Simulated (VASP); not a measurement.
# TiO2 in VASP: a series of runs, part 2 of 2

VASP 6.6.1. Earlier steps stand in the parts before.

### Step 4. Single point, LDA (volume scaled by 1.10, then relaxed in part)

INCAR reads:

```
SYSTEM = TiO2
PREC = Accurate
ENCUT = 520
EDIFF = 1E-6
ISMEAR = 0
SIGMA = 0.02
LREAL = .False.
LASPH = .True.
NELM = 100
ALGO = Normal
ISIF = 2
LWAVE = .False.
LCHARG = .False.
GGA = CA
NBANDS = 33
```

KPOINTS reads:

```
regular mesh
0
Gamma
  8 8 6
  0 0 0
```

POSCAR reads:

```
TiO2
1.0
    2.6951742271     -2.6952917222     -0.0203677935
    2.6951742271      2.6952917222     -0.0203677935
   -2.6576997405      0.0000000000      5.0253800117
Ti O
2 4
Direct
    0.1250213243      0.8749786757      0.2500000000
    0.8749786757      0.1250213243      0.7500000000
    0.3265419934      0.0765597806      0.6531147363
    0.6734580066      0.9234402194      0.3468852637
    0.9234402194      0.6734580066      0.8468852637
    0.0765597806      0.3265419934      0.1531147363
```

Potentials or basis: VASP PAW LDA potentials, release 64 (Ti_sv, O).

Started as:

```console
> cat potpaw_LDA.64/Ti_sv/POTCAR potpaw_LDA.64/O/POTCAR > POTCAR
> mpirun -np 1 vasp_std > vasp.out
```

OUTCAR:

```text
SYSTEM = TiO2
   PREC = Accurate
   ENCUT = 520
   EDIFF = 1E-6
   ISMEAR = 0
   LREAL = .False.
   LASPH = .True.
   NELM = 100
   ISIF = 2
   GGA = CA

 ion  position               nearest neighbor table
   1  0.125  0.875  0.250-   4 1.97   6 1.97   6 1.97   4 1.97   3 2.02   5 2.02
   2  0.875  0.125  0.750-   5 1.97   3 1.97   5 1.97   3 1.97   6 2.02   4 2.02
   3  0.327  0.077  0.653-   2 1.97   2 1.97   1 2.02
   4  0.673  0.923  0.347-   1 1.97   1 1.97   2 2.02
   5  0.923  0.673  0.847-   2 1.97   2 1.97   1 2.02
   6  0.077  0.327  0.153-   1 1.97   1 1.97   2 2.02

  Warning from LATTYP: Got some problem with cell dimensions!
  Tried to take original basis but could not verify dimensions!
  LATTYP: Found a base centered monoclinic cell.
 ALAT       =     5.3905023742
 B/A-ratio  =     1.0000150395
 C/A-ratio  =     1.0545482326
 COS(beta)  =    -0.4740752782

  Lattice vectors:

 A1 = (  -2.6951742271,   2.6952917222,   0.0203677935)
 A2 = (  -2.6951742271,  -2.6952917222,   0.0203677935)
 A3 = (   2.7326487137,   0.0000000000,   4.9846444247)

Analysis of symmetry for initial positions (statically):
=====================================================================
 Subroutine PRICEL returns:
 Original cell was already a primitive cell.

 Routine SETGRP: Setting up the symmetry group for a
 base centered monoclinic supercell.

 Subroutine GETGRP returns: Found  4 space group operations
 (whereof  2 operations were pure point group operations)
 out of a pool of  4 trial point group operations.

The static configuration has the point symmetry S_2 .
 The point group associated with its full space group is C_2h.

Analysis of symmetry for dynamics (positions and initial velocities):
=====================================================================
 Subroutine PRICEL returns:
 Original cell was already a primitive cell.

 Routine SETGRP: Setting up the symmetry group for a
 base centered monoclinic supercell.

 Subroutine GETGRP returns: Found  4 space group operations
 (whereof  2 operations were pure point group operations)
 out of a pool of  4 trial point group operations.

The dynamic configuration has the point symmetry S_2 .
 The point group associated with its full space group is C_2h.

 Subroutine INISYM returns: Found  4 space group operations
 (whereof  2 operations are pure point group operations),
 and found     1 'primitive' translations

----------------------------------------------------------------------------------------

                                     Primitive cell

  volume of cell :      72.7197

  direct lattice vectors                    reciprocal lattice vectors
     2.695174227 -2.695291722 -0.020367793     0.186261181 -0.185508676  0.098505246
     2.695174227  2.695291722 -0.020367793     0.186261181  0.185508676  0.098505246
    -2.657699741  0.000000000  5.025380012     0.001509828  0.000000000  0.199788407

  length of vectors
     3.811689446  3.811689446  5.684875739     0.280731153  0.280731153  0.199794112

  position of ions in fractional coordinates (direct lattice)
     0.125021324  0.874978676  0.250000000
     0.874978676  0.125021324  0.750000000
     0.326541993  0.076559781  0.653114736
     0.673458007  0.923440219  0.346885264
[... 32 lines left out ...]

 Subroutine IBZKPT returns following result:
 ===========================================

 Found    114 irreducible k-points:

 Following reciprocal coordinates:
            Coordinates               Weight
  0.000000  0.000000  0.000000      1.000000
  0.125000  0.000000 -0.000000      4.000000
  0.250000  0.000000 -0.000000      4.000000
  0.375000  0.000000 -0.000000      4.000000
  0.500000  0.000000 -0.000000      2.000000
  0.125000  0.125000 -0.000000      2.000000
[... 16 lines left out ...]
  0.125000  0.000000  0.166667      4.000000
  0.250000  0.000000  0.166667      4.000000
 [... further k-points ...]
   k-points           NKPTS =    114   k-points in BZ     NKDIM =    114   number of bands    NBANDS=     33
   number of dos      NEDOS =    301   number of ions     NIONS =      6
   total plane-waves  NPLWV =  32928
   dimension x,y,z NGX =    28 NGY =   28 NGZ =   42
   dimension x,y,z NGXF=    56 NGYF=   56 NGZF=   84
   ions per type =               2   4
   NGX,Y,Z   is equivalent  to a cutoff of  12.21, 12.21, 12.28 a.u.
   NGXF,Y,Z  is equivalent  to a cutoff of  24.42, 24.42, 24.56 a.u.
 SYSTEM =  TiO2
   PREC   = accura    normal or accurate (medium, high low for compatibility)
   ISTART =      0    job   : 0-new  1-cont  2-samecut
   ICHARG =      2    charge: 1-file 2-atom 10-const
   ISPIN  =      1    spin polarized calculation?
   LNONCOLLINEAR =      F non collinear calculations
   LSORBIT =      F    spin-orbit coupling
   LASPH  =      T    aspherical Exc in radial PAW
   ENCUT  =  520.0 eV  38.22 Ry    6.18 a.u.   7.09  7.09 10.57*2*pi/ulx,y,z
   NELM   =    100;   NELMIN=  2; NELMDL= -5     # of ELM steps
   EDIFF  = 0.1E-05   stopping-criterion for ELM
   LREAL  =      F    real-space projection
   EDIFFG = 0.1E-04   stopping-criterion for IOM
   NSW    =      0    number of steps for IOM
   IBRION =     -1    ionic relax: 0-MD 1-quasi-New 2-CG
   NFREE  =      0    steps in history (QN), initial steepest desc. (CG)
   ISIF   =      2    stress and relaxation
   ISYM   =      2    0-nonsym 1-usesym 2-fastsym
   POTIM  = 0.5000    time-step for ionic-motion
   TEBEG  =    0.0;   TEEND  =   0.0 temperature during run
   PSTRESS=    0.0 pullay stress
   NELECT =      48.0000    total number of electrons
   NUPDOWN=      -1.0000    fix difference up-down
   EMIN   =  10.00;   EMAX   =-10.00  energy-range for DOS
   EFERMI =   0.00;   METHOD = LEGACY
   ISMEAR =     0;   SIGMA  =   0.02  broadening in eV -4-tet -1-fermi 0-gaus
   EFERMI_NEDOS =   21; number of points for ismear=-14 and -15
   IALGO  =     38    algorithm
   IMIX   =      4    mixing-type and parameters
     AMIX     =   0.40;   BMIX     =  1.00
     AMIX_MAG =   1.60;   BMIX_MAG =  1.00
  volume/ion in A,a.u.               =      12.12        81.79
  Fermi-wavevector in a.u.,A,eV,Ry     =   1.425403  2.693622 27.643976  2.031775
  Thomas-Fermi vector in A             =   2.545791
   LORBIT       =      0    0 simple, 1 ext, 2 COOP (PROOUT), +10 PAW based schemes
   GGA     = CA    functional components
   LHFCALC =     F    Hartree Fock is set to
   AEXX    =    0.0000 exact exchange contribution
   IVDW    =     0    specifies the selected vdW correction
   LEPSILON=     F    determine dielectric tensor
   LRPA    =     F    only Hartree local field effects (RPA)
 non-spin polarized calculation
 Gauss-broadening in eV      SIGMA  =   0.02
  energy-cutoff  :      520.00
  volume of cell :       72.72
 maximum number of plane-waves:      1971
   NGX = 15   NGY = 15   NGZ = 21

 number of electron      48.0000005 magnetization

 Free energy of the ion-electron system (eV)
  ---------------------------------------------------
  ext. energy  EPLUGINS =         0.00000000
  ---------------------------------------------------
  free energy    TOTEN  =       -58.53007641 eV

  energy without entropy =      -58.53007641  energy(sigma->0) =      -58.53007641

 E-fermi :   2.5191     XC(G=0): -10.9912

 val. band max:        2.4334468842   @ k =  -0.0000  -0.0000   0.5000
 cond. band min:       4.5303221549   @ k =   0.0000   0.0000   0.0000
 fundamental gap:      2.0968752707
 Fermi energy:         2.5191151138

 k-point     1 :       0.0000    0.0000    0.0000
  band No.  band energies     occupation
      1     -53.3001      2.00000
      2     -53.2572      2.00000
      3     -30.1020      2.00000
      4     -29.8934      2.00000
      5     -29.8934      2.00000
      6     -29.8421      2.00000
[... 853 lines left out ...]
     32       8.0574      0.00000
     33       8.2529      0.00000

 [... further k-points ...]
[... 5 lines left out ...]
  --------------------------------------------------------------------------------------
  -------------------------------------------------------------------------------------
  Total       -6.9020188     -6.9034944     -6.8231641      0.0000000      0.0000000      0.0055148
  in kB     -152.0667924   -152.0993047   -150.3294498      0.0000000      0.0000000      0.1215031
  external PRESSURE =    -151.4985156 kB  Pullay stress =       0.0000000 kB

 VOLUME and BASIS-vectors are now :
 -----------------------------------------------------------------------------
  energy-cutoff  :      520.00
  volume of cell :       72.72
      direct lattice vectors                 reciprocal lattice vectors
     2.695174227 -2.695291722 -0.020367793     0.186261181 -0.185508676  0.098505246
     2.695174227  2.695291722 -0.020367793     0.186261181  0.185508676  0.098505246
    -2.657699741  0.000000000  5.025380012     0.001509828  0.000000000  0.199788407

 POSITION                                       TOTAL-FORCE (eV/Angst)
 -----------------------------------------------------------------------------------
      2.03075      2.02135      1.23598        -0.000000      0.000256      0.000000
      0.70190     -2.02135      3.74867        -0.000000     -0.000256      0.000000
     -0.64935     -0.67377      3.27394         0.000770     -0.001025      0.027428
      3.38200      0.67377      1.71070        -0.000770      0.001025     -0.027428
      2.05315     -0.67377      4.22339        -0.000770     -0.001025     -0.027428
      0.67950      0.67377      0.76125         0.000770      0.001025      0.027428
 -----------------------------------------------------------------------------------
    total drift:                                0.000000      0.000000      0.000000

  FREE ENERGIE OF THE ION-ELECTRON SYSTEM (eV)
  ---------------------------------------------------
  free  energy   TOTEN  =       -58.5300764062 eV

  energy  without entropy=      -58.5300764062  energy(sigma->0) =      -58.53007641
```

It took 7.2 min on 1 thread of Oxide Virtual Turin-like, shared host; peak memory 0.27 GiB.

What came out:

```
Free energy            : -58.5301 eV
Pressure               : -15.1 GPa
Largest force          : 0.027 eV/Å
Band gap on the k mesh : 2.10 eV, indirect (least direct gap 2.29 eV)
```

Forces on the atoms (eV/Å):
```
Ti   0.000  0.000  0.000
Ti   0.000  0.000  0.000
O    0.001 -0.001  0.027
O   -0.001  0.001 -0.027
O   -0.001 -0.001 -0.027
O    0.001  0.001  0.027
```

Levels at points of the mesh, in eV from the valence-band top:
```
           k point  band 22  band 23  band 24  band 25  band 26  band 27
(0.00, 0.00, 0.00)    -0.77    -0.29    -0.29     2.10     2.69     4.04
(0.50, 0.00, 0.00)    -0.76    -0.73    -0.60     3.12     3.31     3.35
(0.50, 0.50, 0.00)    -1.79    -0.09    -0.09     3.00     3.00     3.50
(0.00, 0.00, 0.50)    -1.12     0.00     0.00     2.38     2.38     3.66
(0.50, 0.00, 0.50)    -0.76    -0.73    -0.60     3.12     3.31     3.35
(0.50, 0.50, 0.50)    -1.79    -0.09    -0.09     3.00     3.00     3.50
```

 A k mesh can miss the band edges.

### Step 5. Summary

```csv
cell,k mesh,smearing,gap on the mesh (eV),pressure (GPa),largest force (eV/Å)
"a = 3.739, b = 3.739, c = 5.417 Å, angles 110.2, 110.2, 90.0°, 6 atoms",6 × 6 × 4,gaussian 0.1 eV,2.11,1.3,0.03
"a = 5.326, b = 5.288, c = 5.579 Å, angles 90.0, 119.9, 90.0°, 12 atoms",6 × 6 × 6,gaussian 0.02 eV,2.12,-4.2,0.03
"a = 3.812, b = 3.812, c = 5.685 Å, angles 109.6, 109.6, 90.0°, 6 atoms",8 × 8 × 6,gaussian 0.02 eV,2.10,-15.1,0.03
```

Alike in all rows: task single point; level LDA; potentials or basis VASP PAW LDA potentials, release 64 (Ti_sv, O); no spin polarisation; cutoff (eV) 520.

Total energies depend on the potentials used, so only differences within one code and one set of settings carry meaning.
